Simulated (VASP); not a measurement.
# K (P6_3/mmc) in VASP: single point with r2SCAN

Aim: the single point of K with r2SCAN.

Everything below comes from runs of VASP 6.6.1. Logs are shortened: lines on timing, memory, paths and dates and some standing lists are left out, and cuts for length are marked.

### 1 The cell of the first run

Symmetry: P6_3/mmc, No. 194, hexagonal system. The conventional cell has a = 4.768 Å, b = 4.768 Å, c = 15.699 Å, α = 90.00°, β = 90.00°, γ = 120.00°.

This isn't the form of K at room conditions, which is bcc.

### 2 Single point, r2SCAN

File POSCAR:

```
K
1.0
    4.7684341314      0.0000000000      0.0000000000
   -2.3842170657      4.1295850941      0.0000000000
    0.0000000000      0.0000000000     15.6992012300
K
4
Direct
    0.0000000000      0.0000000000      0.0000000000
    0.3333333300      0.6666666700      0.7500000000
    0.0000000000      0.0000000000      0.5000000000
    0.6666666700      0.3333333300      0.2500000000
```

File INCAR.step1:

```
SYSTEM = K
ALGO = Normal
EDIFF = 1E-4
ENCUT = 520
GGA = PE
ISMEAR = 0
LASPH = .True.
LCHARG = .False.
LREAL = .False.
LWAVE = .True.
NBANDS = 26
NELM = 100
PREC = Accurate
SIGMA = 0.1
```

File INCAR.step2:

```
SYSTEM = K
ALGO = Normal
EDIFF = 1E-6
ENCUT = 520
ISIF = 2
ISMEAR = 0
ISTART = 1
LASPH = .True.
LCHARG = .True.
LELF = .True.
LMIXTAU = .True.
LREAL = .False.
LVHAR = .True.
LWAVE = .False.
METAGGA = R2SCAN
NBANDS = 26
NELM = 100
PREC = Accurate
SIGMA = 0.1
```

File KPOINTS:

```
k-points
0
Gamma
  6 6 2
  0 0 0
```

Potentials or basis: VASP PAW PBE potentials, release 64 (K_sv).

Command:

```
$ cat potpaw_PBE.64/K_sv/POTCAR > POTCAR
$ cp INCAR.step1 INCAR
$ mpirun -np 1 vasp_std > vasp.out
$ cp INCAR.step2 INCAR
$ mpirun -np 1 vasp_std > vasp.out
```

OUTCAR:

```text
SYSTEM = K
   EDIFF = 1E-6
   ENCUT = 520
   ISIF = 2
   ISMEAR = 0
   ISTART = 1
   LASPH = .True.
   LREAL = .False.
   METAGGA = R2SCAN
   NELM = 100
   PREC = Accurate

 ion  position               nearest neighbor table
   1  0.000  0.000  0.000-
   2  0.333  0.667  0.750-
   3  0.000  0.000  0.500-
   4  0.667  0.333  0.250-

  LATTYP: Found a hexagonal cell.
 ALAT       =     4.7684341314
 C/A-ratio  =     3.2923179386

  Lattice vectors:

 A1 = (   4.7684341314,   0.0000000000,   0.0000000000)
 A2 = (  -2.3842170657,   4.1295850941,   0.0000000000)
 A3 = (   0.0000000000,   0.0000000000,  15.6992012300)

Analysis of symmetry for initial positions (statically):
=====================================================================
 Subroutine PRICEL returns:
 Original cell was already a primitive cell.

 Routine SETGRP: Setting up the symmetry group for a
 hexagonal supercell.

 Subroutine GETGRP returns: Found 24 space group operations
 (whereof 12 operations were pure point group operations)
 out of a pool of 24 trial point group operations.

The static configuration has the point symmetry D_3d.
 The point group associated with its full space group is D_6h.

Analysis of symmetry for dynamics (positions and initial velocities):
=====================================================================
 Subroutine PRICEL returns:
 Original cell was already a primitive cell.

 Routine SETGRP: Setting up the symmetry group for a
 hexagonal supercell.

 Subroutine GETGRP returns: Found 24 space group operations
 (whereof 12 operations were pure point group operations)
 out of a pool of 24 trial point group operations.

The dynamic configuration has the point symmetry D_3d.
 The point group associated with its full space group is D_6h.

 Subroutine INISYM returns: Found 24 space group operations
 (whereof 12 operations are pure point group operations),
 and found     1 'primitive' translations

----------------------------------------------------------------------------------------

                                     Primitive cell

  volume of cell :     309.1432

  direct lattice vectors                    reciprocal lattice vectors
     4.768434131  0.000000000  0.000000000     0.209712449  0.121077539  0.000000000
    -2.384217066  4.129585094  0.000000000     0.000000000  0.242155078  0.000000000
     0.000000000  0.000000000 15.699201230     0.000000000  0.000000000  0.063697508

  length of vectors
     4.768434131  4.768434131 15.699201230     0.242155078  0.242155078  0.063697508

  position of ions in fractional coordinates (direct lattice)
     0.000000000  0.000000000  0.000000000
     0.333333330  0.666666670  0.750000000
     0.000000000  0.000000000  0.500000000
     0.666666670  0.333333330  0.250000000

  ion indices of the primitive-cell ions
   primitive index   ion index
                 1           1
                 2           2
                 3           3
                 4           4

----------------------------------------------------------------------------------------

 KPOINTS: k-points

Automatic generation of k-mesh.
 Grid dimensions read from file:
 generate k-points for:    6    6    2

 Generating k-lattice:

  Cartesian coordinates                     Fractional coordinates (reciprocal lattice)
     0.034952075  0.020179590  0.000000000     0.166666667  0.000000000  0.000000000
     0.000000000  0.040359180  0.000000000     0.000000000  0.166666667  0.000000000
     0.000000000  0.000000000  0.031848754     0.000000000  0.000000000  0.500000000

  Length of vectors
     0.040359180  0.040359180  0.031848754

  Shift w.r.t. Gamma in fractional coordinates (k-lattice)
     0.000000000  0.000000000  0.000000000

 Subroutine IBZKPT returns following result:
 ===========================================

 Found     14 irreducible k-points:

 Following reciprocal coordinates:
            Coordinates               Weight
  0.000000  0.000000  0.000000      1.000000
  0.166667 -0.000000  0.000000      6.000000
  0.333333  0.000000  0.000000      6.000000
  0.500000 -0.000000  0.000000      3.000000
  0.166667  0.166667  0.000000      6.000000
  0.333333  0.166667  0.000000     12.000000
  0.333333  0.333333  0.000000      2.000000
  0.000000  0.000000  0.500000      1.000000
  0.166667 -0.000000  0.500000      6.000000
  0.333333  0.000000  0.500000      6.000000
  0.500000 -0.000000  0.500000      3.000000
  0.166667  0.166667  0.500000      6.000000
  0.333333  0.166667  0.500000     12.000000
  0.333333  0.333333  0.500000      2.000000
   k-points           NKPTS =     14   k-points in BZ     NKDIM =     14   number of bands    NBANDS=     26
   number of dos      NEDOS =    301   number of ions     NIONS =      4
   total plane-waves  NPLWV = 155520
   dimension x,y,z NGX =    36 NGY =   36 NGZ =  120
   dimension x,y,z NGXF=    72 NGYF=   72 NGZF=  240
   ions per type =               4
   NGX,Y,Z   is equivalent  to a cutoff of  12.55, 12.55, 12.71 a.u.
   NGXF,Y,Z  is equivalent  to a cutoff of  25.10, 25.10, 25.41 a.u.
 SYSTEM =  K
   PREC   = accura    normal or accurate (medium, high low for compatibility)
   ISTART =      1    job   : 0-new  1-cont  2-samecut
   ICHARG =      0    charge: 1-file 2-atom 10-const
   ISPIN  =      1    spin polarized calculation?
   LNONCOLLINEAR =      F non collinear calculations
   LSORBIT =      F    spin-orbit coupling
   LASPH  =      T    aspherical Exc in radial PAW
   ENCUT  =  520.0 eV  38.22 Ry    6.18 a.u.   8.87  8.87 29.19*2*pi/ulx,y,z
   NELM   =    100;   NELMIN=  2; NELMDL=  0     # of ELM steps
   EDIFF  = 0.1E-05   stopping-criterion for ELM
   LREAL  =      F    real-space projection
   EDIFFG = 0.1E-04   stopping-criterion for IOM
   NSW    =      0    number of steps for IOM
   IBRION =     -1    ionic relax: 0-MD 1-quasi-New 2-CG
   NFREE  =      0    steps in history (QN), initial steepest desc. (CG)
   ISIF   =      2    stress and relaxation
   ISYM   =      2    0-nonsym 1-usesym 2-fastsym
   POTIM  = 0.5000    time-step for ionic-motion
   TEBEG  =    0.0;   TEEND  =   0.0 temperature during run
   PSTRESS=    0.0 pullay stress
   NELECT =      36.0000    total number of electrons
   NUPDOWN=      -1.0000    fix difference up-down
   EMIN   =  10.00;   EMAX   =-10.00  energy-range for DOS
   EFERMI =   0.00;   METHOD = LEGACY
   ISMEAR =     0;   SIGMA  =   0.10  broadening in eV -4-tet -1-fermi 0-gaus
   EFERMI_NEDOS =   21; number of points for ismear=-14 and -15
   IALGO  =     38    algorithm
   IMIX   =      4    mixing-type and parameters
     AMIX     =   0.40;   BMIX     =  1.00
     AMIX_MAG =   1.60;   BMIX_MAG =  1.00
  volume/ion in A,a.u.               =      77.29       521.55
  Fermi-wavevector in a.u.,A,eV,Ry     =   0.799446  1.510734  8.695670  0.639114
  Thomas-Fermi vector in A             =   1.906551
   LORBIT       =      0    0 simple, 1 ext, 2 COOP (PROOUT), +10 PAW based schemes
   METAGGA = R2SCAN    functional components
   LHFCALC =     F    Hartree Fock is set to
   AEXX    =    0.0000 exact exchange contribution
   IVDW    =     0    specifies the selected vdW correction
   LEPSILON=     F    determine dielectric tensor
   LRPA    =     F    only Hartree local field effects (RPA)
 non-spin polarized calculation
 Gauss-broadening in eV      SIGMA  =   0.10
  energy-cutoff  :      520.00
  volume of cell :      309.14
 maximum number of plane-waves:      8388
 NGX is ok and might be reduce to    36
   NGX = 17   NGY = 17   NGZ = 59

 number of electron      36.0000002 magnetization

 Free energy of the ion-electron system (eV)
  ---------------------------------------------------
  ext. energy  EPLUGINS =         0.00000000
  ---------------------------------------------------
  free energy    TOTEN  =       -24.05307502 eV

  energy without entropy =      -24.04576995  energy(sigma->0) =      -24.04942249

 E-fermi :  -0.1960     XC(G=0):  -5.7858

 val. band max:       -0.3068182764   @ k =   0.3333   0.1667   0.5000
 cond. band min:      -0.0666199455   @ k =   0.1667   0.1667   0.5000
 fundamental gap:      0.2401983309
 Fermi energy:        -0.1960305955

 k-point     1 :       0.0000    0.0000    0.0000
  band No.  band energies     occupation
      1     -33.8554      2.00000
      2     -33.8540      2.00000
      3     -33.8538      2.00000
      4     -33.8524      2.00000
      5     -16.5872      2.00000
      6     -16.5592      2.00000
[... 18 lines left out ...]
     25       4.2379      0.00000
     26       4.3446      0.00000

 k-point     2 :       0.1667   -0.0000    0.0000
  band No.  band energies     occupation
      1     -33.8547      2.00000
      2     -33.8534      2.00000
      3     -33.8533      2.00000
      4     -33.8520      2.00000
      5     -16.5822      2.00000
      6     -16.5612      2.00000
[... 18 lines left out ...]
     25       3.5218      0.00000
     26       3.5361      0.00000

 k-point     3 :       0.3333    0.0000    0.0000
  band No.  band energies     occupation
      1     -33.8531      2.00000
      2     -33.8523      2.00000
      3     -33.8522      2.00000
      4     -33.8514      2.00000
      5     -16.5771      2.00000
      6     -16.5766      2.00000
[... 18 lines left out ...]
     25       2.8283      0.00000
     26       2.8872      0.00000

 k-point     4 :       0.5000   -0.0000    0.0000
  band No.  band energies     occupation
      1     -33.8522      2.00000
      2     -33.8518      2.00000
      3     -33.8517      2.00000
      4     -33.8513      2.00000
      5     -16.5872      2.00000
      6     -16.5861      2.00000
[... 18 lines left out ...]
     25       2.0554      0.00000
     26       2.4553      0.00000

 k-point     5 :       0.1667    0.1667    0.0000
  band No.  band energies     occupation
      1     -33.8535      2.00000
      2     -33.8526      2.00000
      3     -33.8525      2.00000
      4     -33.8516      2.00000
      5     -16.5739      2.00000
      6     -16.5695      2.00000
[... 18 lines left out ...]
     25       2.6626      0.00000
     26       2.8650      0.00000

 k-point     6 :       0.3333    0.1667    0.0000
  band No.  band energies     occupation
      1     -33.8522      2.00000
      2     -33.8518      2.00000
      3     -33.8517      2.00000
      4     -33.8512      2.00000
      5     -16.5812      2.00000
      6     -16.5802      2.00000
[... 18 lines left out ...]
     25       2.2783      0.00000
     26       2.5474      0.00000

 k-point     7 :       0.3333    0.3333    0.0000
  band No.  band energies     occupation
      1     -33.8515      2.00000
      2     -33.8515      2.00000
      3     -33.8514      2.00000
      4     -33.8514      2.00000
      5     -16.5755      2.00000
      6     -16.5715      2.00000
[... 18 lines left out ...]
     25       1.7069      0.00000
     26       2.3143      0.00000

 k-point     8 :       0.0000    0.0000    0.5000
  band No.  band energies     occupation
      1     -33.8550      2.00000
      2     -33.8550      2.00000
      3     -33.8528      2.00000
      4     -33.8528      2.00000
      5     -16.5789      2.00000
      6     -16.5789      2.00000
[... 18 lines left out ...]
     25       4.3016      0.00000
     26       4.3018      0.00000

 k-point     9 :       0.1667   -0.0000    0.5000
  band No.  band energies     occupation
      1     -33.8543      2.00000
      2     -33.8543      2.00000
      3     -33.8524      2.00000
      4     -33.8524      2.00000
      5     -16.5760      2.00000
      6     -16.5760      2.00000
[... 18 lines left out ...]
     25       3.7254      0.00000
     26       3.7254      0.00000

 k-point    10 :       0.3333    0.0000    0.5000
  band No.  band energies     occupation
      1     -33.8529      2.00000
      2     -33.8529      2.00000
      3     -33.8517      2.00000
      4     -33.8517      2.00000
      5     -16.5765      2.00000
      6     -16.5765      2.00000
[... 18 lines left out ...]
     25       2.5932      0.00000
     26       2.5932      0.00000

 k-point    11 :       0.5000   -0.0000    0.5000
  band No.  band energies     occupation
      1     -33.8521      2.00000
      2     -33.8521      2.00000
      3     -33.8514      2.00000
      4     -33.8514      2.00000
      5     -16.5846      2.00000
      6     -16.5846      2.00000
[... 18 lines left out ...]
     25       2.5212      0.00000
     26       2.5212      0.00000

 k-point    12 :       0.1667    0.1667    0.5000
  band No.  band energies     occupation
      1     -33.8533      2.00000
      2     -33.8533      2.00000
      3     -33.8518      2.00000
      4     -33.8518      2.00000
      5     -16.5736      2.00000
      6     -16.5736      2.00000
[... 18 lines left out ...]
     25       2.9181      0.00000
     26       2.9181      0.00000

 k-point    13 :       0.3333    0.1667    0.5000
  band No.  band energies     occupation
      1     -33.8521      2.00000
      2     -33.8521      2.00000
      3     -33.8514      2.00000
      4     -33.8514      2.00000
      5     -16.5789      2.00000
      6     -16.5789      2.00000
[... 18 lines left out ...]
     25       2.2766      0.00000
     26       2.2766      0.00000

 k-point    14 :       0.3333    0.3333    0.5000
  band No.  band energies     occupation
      1     -33.8515      2.00000
      2     -33.8515      2.00000
      3     -33.8514      2.00000
      4     -33.8514      2.00000
      5     -16.5742      2.00000
      6     -16.5742      2.00000
[... 18 lines left out ...]
     25       1.8968      0.00000
     26       1.8968      0.00000

------------------------ aborting loop because EDIFF is reached ----------------------------------------

  FORCE on cell =-STRESS in cart. coord.  units (eV):
  Direction    XX          YY          ZZ          XY          YZ          ZX
  --------------------------------------------------------------------------------------
  -------------------------------------------------------------------------------------
  Total        0.1216980      0.1216980     -0.4479651      0.0000000     -0.0000000      0.0000000
  in kB        0.6307165      0.6307165     -2.3216406      0.0000000     -0.0000000      0.0000000
  external PRESSURE =      -0.3534025 kB  Pullay stress =       0.0000000 kB

 VOLUME and BASIS-vectors are now :
 -----------------------------------------------------------------------------
  energy-cutoff  :      520.00
  volume of cell :      309.14
      direct lattice vectors                 reciprocal lattice vectors
     4.768434131  0.000000000  0.000000000     0.209712449  0.121077539  0.000000000
    -2.384217066  4.129585094  0.000000000     0.000000000  0.242155078  0.000000000
     0.000000000  0.000000000 15.699201230     0.000000000  0.000000000  0.063697508

 POSITION                                       TOTAL-FORCE (eV/Angst)
 -----------------------------------------------------------------------------------
      0.00000      0.00000      0.00000         0.000000      0.000000      0.000000
     -0.00000      2.75306     11.77440         0.000000     -0.000000     -0.000000
      0.00000      0.00000      7.84960        -0.000000      0.000000      0.000000
      2.38422      1.37653      3.92480        -0.000000      0.000000      0.000000
 -----------------------------------------------------------------------------------
    total drift:                               -0.000000      0.000000      0.000000

  FREE ENERGIE OF THE ION-ELECTRON SYSTEM (eV)
  ---------------------------------------------------
  free  energy   TOTEN  =       -24.0530750220 eV

  energy  without entropy=      -24.0457699491  energy(sigma->0) =      -24.04942249
```

Run time: 7.4 min. Hardware: 1 thread of Intel Xeon Platinum 8259CL at 2.50GHz (Skylake/Cascade Lake), shared host; peak memory 0.45 GiB.

Results:

```yaml
Free_energy: -24.0531 eV
Pressure: 0.0 GPa
Band_gap_on_the_k_mesh: zero (bands 18 and 19 overlap by 2.40 eV)
```

Caveat: the PAW data sets were made with another functional, which shifts forces and pressure a little.
